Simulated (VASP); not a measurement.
# GaSb (rocksalt type) (Fm-3m) in VASP: a series of runs

Runs on GaSb (rocksalt type). Level: LDA. Tasks: single point, relaxation of cell and atoms.

Everything below comes from runs of VASP 6.6.1. Logs are shortened: lines on timing, memory, paths and dates and some standing lists are left out, and cuts for length are marked.

### 1 The cell of the first run

The structure is cubic, space group Fm-3m (No. 225). The conventional cell has a = 5.645 Å, b = 5.645 Å, c = 5.645 Å, α = 90.00°, β = 90.00°, γ = 90.00°. Ga (site symmetry m-3m) has 6 Sb at 2.82 Å within 3.7 Å. Sb (site symmetry m-3m) has 6 Ga at 2.82 Å within 3.7 Å.

### 2 Single point, LDA

File INCAR:

```
  PREC = Accurate
  ENCUT = 520
  EDIFF = 1E-6
  ISMEAR = -1
  SIGMA = 0.05
  LREAL = False
  LASPH = True
  NELM = 60
  ALGO = Normal
  ISIF = 2
  LWAVE = False
  LCHARG = False
  NBANDS = 16
```

File KPOINTS:

```
Automatic mesh
0
Gamma
  12 12 12
```

File POSCAR:

```
GaSb
1.0
    0.0000000000      2.8225863555      2.8225863555
    2.8225863555      0.0000000000      2.8225863555
    2.8225863555      2.8225863555      0.0000000000
Ga Sb
1 1
Direct
    0.0000000000      0.0000000000      0.0000000000
    0.5000000000      0.5000000000      0.5000000000
```

Potentials or basis: VASP PAW LDA potentials, release 64 (Ga_d, Sb).

Launch:

```sh
cat potpaw_LDA.64/Ga_d/POTCAR potpaw_LDA.64/Sb/POTCAR > POTCAR
mpirun -np 1 vasp_std > vasp.out
```

OUTCAR:

```text
PREC = Accurate
   ENCUT = 520
   EDIFF = 1E-6
   ISMEAR = -1
   LREAL = False
   LASPH = True
   NELM = 60
   ISIF = 2

 ion  position               nearest neighbor table
   1  0.000  0.000  0.000-   2 2.82   2 2.82   2 2.82   2 2.82   2 2.82   2 2.82
   2  0.500  0.500  0.500-   1 2.82   1 2.82   1 2.82   1 2.82   1 2.82   1 2.82

  LATTYP: Found a face centered cubic cell.
 ALAT       =     5.6451727110

  Lattice vectors:

 A1 = (   0.0000000000,   2.8225863555,   2.8225863555)
 A2 = (   2.8225863555,   0.0000000000,   2.8225863555)
 A3 = (   2.8225863555,   2.8225863555,   0.0000000000)

Analysis of symmetry for initial positions (statically):
=====================================================================
 Subroutine PRICEL returns:
 Original cell was already a primitive cell.

 Routine SETGRP: Setting up the symmetry group for a
 face centered cubic supercell.

 Subroutine GETGRP returns: Found 48 space group operations
 (whereof 48 operations were pure point group operations)
 out of a pool of 48 trial point group operations.

The static configuration has the point symmetry O_h .

Analysis of symmetry for dynamics (positions and initial velocities):
=====================================================================
 Subroutine PRICEL returns:
 Original cell was already a primitive cell.

 Routine SETGRP: Setting up the symmetry group for a
 face centered cubic supercell.

 Subroutine GETGRP returns: Found 48 space group operations
 (whereof 48 operations were pure point group operations)
 out of a pool of 48 trial point group operations.

The dynamic configuration has the point symmetry O_h .

 Subroutine INISYM returns: Found 48 space group operations
 (whereof 48 operations are pure point group operations),
 and found     1 'primitive' translations

----------------------------------------------------------------------------------------

                                     Primitive cell

  volume of cell :      44.9751

  direct lattice vectors                    reciprocal lattice vectors
     0.000000000  2.822586355  2.822586355    -0.177142499  0.177142499  0.177142499
     2.822586355  0.000000000  2.822586355     0.177142499 -0.177142499  0.177142499
     2.822586355  2.822586355  0.000000000     0.177142499  0.177142499 -0.177142499

  length of vectors
     3.991739905  3.991739905  3.991739905     0.306819808  0.306819808  0.306819808

  position of ions in fractional coordinates (direct lattice)
     0.000000000  0.000000000  0.000000000
     0.500000000  0.500000000  0.500000000

  ion indices of the primitive-cell ions
   primitive index   ion index
                 1           1
                 2           2

----------------------------------------------------------------------------------------

 KPOINTS: Automatic mesh

Automatic generation of k-mesh.
 Grid dimensions read from file:
 generate k-points for:   12   12   12

 Generating k-lattice:

  Cartesian coordinates                     Fractional coordinates (reciprocal lattice)
    -0.014761875  0.014761875  0.014761875     0.083333333  0.000000000  0.000000000
     0.014761875 -0.014761875  0.014761875     0.000000000  0.083333333  0.000000000
     0.014761875  0.014761875 -0.014761875     0.000000000  0.000000000  0.083333333

  Length of vectors
     0.025568317  0.025568317  0.025568317

  Shift w.r.t. Gamma in fractional coordinates (k-lattice)
     0.000000000  0.000000000  0.000000000

 Subroutine IBZKPT returns following result:
 ===========================================

 Found     72 irreducible k-points:

 Following reciprocal coordinates:
            Coordinates               Weight
  0.000000  0.000000  0.000000      1.000000
  0.083333  0.000000  0.000000      8.000000
  0.166667  0.000000  0.000000      8.000000
  0.250000  0.000000  0.000000      8.000000
  0.333333  0.000000  0.000000      8.000000
  0.416667  0.000000  0.000000      8.000000
[... 16 lines left out ...]
  0.500000  0.166667  0.000000     24.000000
 -0.416667  0.166667  0.000000     24.000000
 [... further k-points ...]
   k-points           NKPTS =     72   k-points in BZ     NKDIM =     72   number of bands    NBANDS=     16
   number of dos      NEDOS =    301   number of ions     NIONS =      2
   total plane-waves  NPLWV =  27000
   dimension x,y,z NGX =    30 NGY =   30 NGZ =   30
   dimension x,y,z NGXF=    60 NGYF=   60 NGZF=   60
   ions per type =               1   1
   NGX,Y,Z   is equivalent  to a cutoff of  12.49, 12.49, 12.49 a.u.
   NGXF,Y,Z  is equivalent  to a cutoff of  24.99, 24.99, 24.99 a.u.
 SYSTEM =  unknown system
   PREC   = accura    normal or accurate (medium, high low for compatibility)
   ISTART =      0    job   : 0-new  1-cont  2-samecut
   ICHARG =      2    charge: 1-file 2-atom 10-const
   ISPIN  =      1    spin polarized calculation?
   LNONCOLLINEAR =      F non collinear calculations
   LSORBIT =      F    spin-orbit coupling
   LASPH  =      T    aspherical Exc in radial PAW
   ENCUT  =  520.0 eV  38.22 Ry    6.18 a.u.   7.42  7.42  7.42*2*pi/ulx,y,z
   NELM   =     60;   NELMIN=  2; NELMDL= -5     # of ELM steps
   EDIFF  = 0.1E-05   stopping-criterion for ELM
   LREAL  =      F    real-space projection
   EDIFFG = 0.1E-04   stopping-criterion for IOM
   NSW    =      0    number of steps for IOM
   IBRION =     -1    ionic relax: 0-MD 1-quasi-New 2-CG
   NFREE  =      0    steps in history (QN), initial steepest desc. (CG)
   ISIF   =      2    stress and relaxation
   ISYM   =      2    0-nonsym 1-usesym 2-fastsym
   POTIM  = 0.5000    time-step for ionic-motion
   TEBEG  =    0.0;   TEEND  =   0.0 temperature during run
   PSTRESS=    0.0 pullay stress
   NELECT =      18.0000    total number of electrons
   NUPDOWN=      -1.0000    fix difference up-down
   EMIN   =  10.00;   EMAX   =-10.00  energy-range for DOS
   EFERMI =   0.00;   METHOD = LEGACY
   ISMEAR =    -1;   SIGMA  =   0.05  broadening in eV -4-tet -1-fermi 0-gaus
   EFERMI_NEDOS =   21; number of points for ismear=-14 and -15
   IALGO  =     38    algorithm
   IMIX   =      4    mixing-type and parameters
     AMIX     =   0.40;   BMIX     =  1.00
     AMIX_MAG =   1.60;   BMIX_MAG =  1.00
  volume/ion in A,a.u.               =      22.49       151.75
  Fermi-wavevector in a.u.,A,eV,Ry     =   1.206448  2.279855 19.803492  1.455516
  Thomas-Fermi vector in A             =   2.342114
   LORBIT       =      0    0 simple, 1 ext, 2 COOP (PROOUT), +10 PAW based schemes
   GGA     = CA    functional components
   LHFCALC =     F    Hartree Fock is set to
   AEXX    =    0.0000 exact exchange contribution
   IVDW    =     0    specifies the selected vdW correction
   LEPSILON=     F    determine dielectric tensor
   LRPA    =     F    only Hartree local field effects (RPA)
 non-spin polarized calculation
  energy-cutoff  :      520.00
  volume of cell :       44.98
 maximum number of plane-waves:      1243
 NGX is ok and might be reduce to    30
   NGX = 15   NGY = 15   NGZ = 15

 number of electron      17.9999998 magnetization

 Free energy of the ion-electron system (eV)
  ---------------------------------------------------
  ext. energy  EPLUGINS =         0.00000000
  ---------------------------------------------------
  free energy    TOTEN  =        -8.37197944 eV

  energy without entropy =       -8.36240810  energy(sigma->0) =       -8.36719377

 E-fermi :   7.0645     XC(G=0): -10.7458

 val. band max:        7.0573283665   @ k =  -0.2500   0.2500   0.0000
 cond. band min:       7.0767678293   @ k =  -0.4167   0.2500   0.0000
 fundamental gap:      0.0194394628
 Fermi energy:         7.0645364810

 k-point     1 :       0.0000    0.0000    0.0000
  band No.  band energies     occupation
      1      -7.9553      2.00000
      2      -7.9553      2.00000
      3      -7.9311      2.00000
      4      -7.9311      2.00000
      5      -7.9311      2.00000
      6      -5.3236      2.00000
[... 8 lines left out ...]
     15      13.4497      0.00000
     16      13.4497      0.00000

 k-point     2 :       0.0833    0.0000    0.0000
  band No.  band energies     occupation
      1      -7.9569      2.00000
      2      -7.9569      2.00000
      3      -7.9313      2.00000
      4      -7.9301      2.00000
      5      -7.9301      2.00000
      6      -5.2298      2.00000
[... 8 lines left out ...]
     15      13.6195      0.00000
     16      13.6195      0.00000

 k-point     3 :       0.1667    0.0000    0.0000
  band No.  band energies     occupation
      1      -7.9613      2.00000
      2      -7.9613      2.00000
      3      -7.9319      2.00000
      4      -7.9271      2.00000
      5      -7.9271      2.00000
      6      -4.9501      2.00000
[... 8 lines left out ...]
     15      14.1640      0.00000
     16      14.1640      0.00000

 k-point     4 :       0.2500    0.0000    0.0000
  band No.  band energies     occupation
      1      -7.9678      2.00000
      2      -7.9678      2.00000
      3      -7.9331      2.00000
      4      -7.9226      2.00000
      5      -7.9226      2.00000
      6      -4.4905      2.00000
[... 8 lines left out ...]
     15      15.0210      0.00000
     16      15.0210      0.00000
[... 324 lines left out ...]
 k-point    22 :       0.4167    0.1667    0.0000
  band No.  band energies     occupation
      1      -7.9999      2.00000
      2      -7.9647      2.00000
      3      -7.9344      2.00000
      4      -7.9179      2.00000
      5      -7.9120      2.00000
      6      -3.3159      2.00000
[... 8 lines left out ...]
     15      18.4638      0.00000
     16      18.5147      0.00000

 k-point    23 :       0.5000    0.1667    0.0000
  band No.  band energies     occupation
      1      -8.0000      2.00000
      2      -7.9715      2.00000
      3      -7.9329      2.00000
      4      -7.9172      2.00000
      5      -7.9106      2.00000
      6      -2.6543      2.00000
[... 8 lines left out ...]
     15      18.6287      0.00000
     16      18.7035      0.00000

 k-point    24 :      -0.4167    0.1667    0.0000
  band No.  band energies     occupation
      1      -7.9952      2.00000
      2      -7.9764      2.00000
      3      -7.9315      2.00000
      4      -7.9173      2.00000
      5      -7.9118      2.00000
      6      -2.5063      2.00000
[... 8 lines left out ...]
     15      16.9731      0.00000
     16      17.2108      0.00000

 [... further k-points ...]
[... 5 lines left out ...]
  --------------------------------------------------------------------------------------
  -------------------------------------------------------------------------------------
  Total        0.0735578      0.0735578      0.0735578     -0.0000000     -0.0000000      0.0000000
  in kB        2.6204013      2.6204013      2.6204013     -0.0000000     -0.0000000      0.0000000
  external PRESSURE =       2.6204013 kB  Pullay stress =       0.0000000 kB

 VOLUME and BASIS-vectors are now :
 -----------------------------------------------------------------------------
  energy-cutoff  :      520.00
  volume of cell :       44.98
      direct lattice vectors                 reciprocal lattice vectors
     0.000000000  2.822586355  2.822586355    -0.177142499  0.177142499  0.177142499
     2.822586355  0.000000000  2.822586355     0.177142499 -0.177142499  0.177142499
     2.822586355  2.822586355  0.000000000     0.177142499  0.177142499 -0.177142499

 POSITION                                       TOTAL-FORCE (eV/Angst)
 -----------------------------------------------------------------------------------
      0.00000      0.00000      0.00000         0.000000      0.000000     -0.000000
      2.82259      2.82259      2.82259        -0.000000     -0.000000      0.000000
 -----------------------------------------------------------------------------------
    total drift:                               -0.000000      0.000000      0.000000

  FREE ENERGIE OF THE ION-ELECTRON SYSTEM (eV)
  ---------------------------------------------------
  free  energy   TOTEN  =        -8.3719794423 eV

  energy  without entropy=       -8.3624081008  energy(sigma->0) =       -8.36719377
```

It took 19 s on 1 thread of Intel Xeon 6975P-C (Granite Rapids), shared host; peak memory 0.18 GiB.

What came out:

- Free energy: -8.3720 eV
- Pressure: 0.3 GPa
- Band gap on the k mesh: zero (band 9 reaches 8.03 eV, above the bottom of band 10 at 4.47 eV)

Caveat: spin-orbit coupling is left out, which moves the levels of the heavy elements.

### 3 Relaxation of cell and atoms, LDA

This run uses another cell than the first one, of 20.16 Å³/atom, 0.896 times its volume.

File INCAR:

```
SYSTEM = GaSb
PREC = Accurate
ENCUT = 600
EDIFF = 1E-6
ISMEAR = -1
SIGMA = 0.05
LREAL = .False.
LASPH = .True.
NELM = 60
ALGO = Normal
ISIF = 3
LWAVE = .False.
LCHARG = .False.
GGA = CA
IBRION = 2
NSW = 60
EDIFFG = -0.005
```

File KPOINTS:

```
regular mesh
0
Gamma
  12 12 12
  0 0 0
```

File POSCAR:

```
GaSb
1.0
    0.0000000000      2.7216090333      2.7216090333
    2.7216090333      0.0000000000      2.7216090333
    2.7216090333      2.7216090333      0.0000000000
Ga Sb
1 1
Direct
    0.0000000000      0.0000000000      0.0000000000
    0.5000000000      0.5000000000      0.5000000000
```

Potentials or basis: VASP PAW LDA potentials, release 64 (Ga_d, Sb).

Launch:

```sh
cat potpaw_LDA.64/Ga_d/POTCAR potpaw_LDA.64/Sb/POTCAR > POTCAR
mpirun -np 1 vasp_std > vasp.out
```

It took 35 s on 1 thread of Intel Xeon 6975P-C (Granite Rapids), shared host; peak memory 0.2 GiB.

It converged, with:

| Property | Result |
| --- | --- |
| Free energy | -8.3714 eV |
| Relaxed volume | 22.57 Å³/atom |
| Relaxed cell | a = 3.996 Å, b = 3.996 Å, c = 3.996 Å, α = 60.00°, β = 60.00°, γ = 60.00° |
| Space group after relaxing (to 0.05 Å) | Fm-3m (No. 225) |
| Energy gained by relaxing | 69.0 meV/atom |
| Ionic steps | 3 |
| Pressure after relaxing | 0.0 GPa |
| Band gap on the k mesh | zero (band 9 reaches 7.99 eV, above the bottom of band 10 at 4.44 eV) |

The path:
| step | energy change (eV) | largest force (eV/Å) | pressure (GPa) | volume (Å³) |
| --- | --- | --- | --- | --- |
| 1 | 0.0000 | 0.0000 | 10.33 | 40.32 |
| 2 | -0.0943 | 0.0000 | -4.12 | 48.38 |
| 3 | -0.1381 | 0.0000 | -0.02 | 45.13 |

Final structure:
```
Ga Sb
1.0
     0.00000    2.82584    2.82584
     2.82584    0.00000    2.82584
     2.82584    2.82584    0.00000
Ga Sb
1 1
Cartesian
  0.0000 0.0000 0.0000
  2.8258 2.8258 2.8258
```

Levels at points of the mesh, in eV from the Fermi level:
| k point | band 7 | band 8 | band 9 | band 10 | band 11 | band 12 |
| --- | --- | --- | --- | --- | --- | --- |
| (0.00, 0.00, 0.00) | 0.13 | 0.13 | 0.13 | 0.24 | 6.36 | 6.37 |
| (0.50, 0.00, 0.00) | -7.76 | 0.50 | 0.50 | 2.15 | 2.15 | 2.83 |
| (0.50, 0.50, 0.00) | -5.46 | -3.98 | -2.58 | -2.58 | 2.93 | 9.29 |

Caveat: spin-orbit coupling is left out, which moves the levels of the heavy elements.
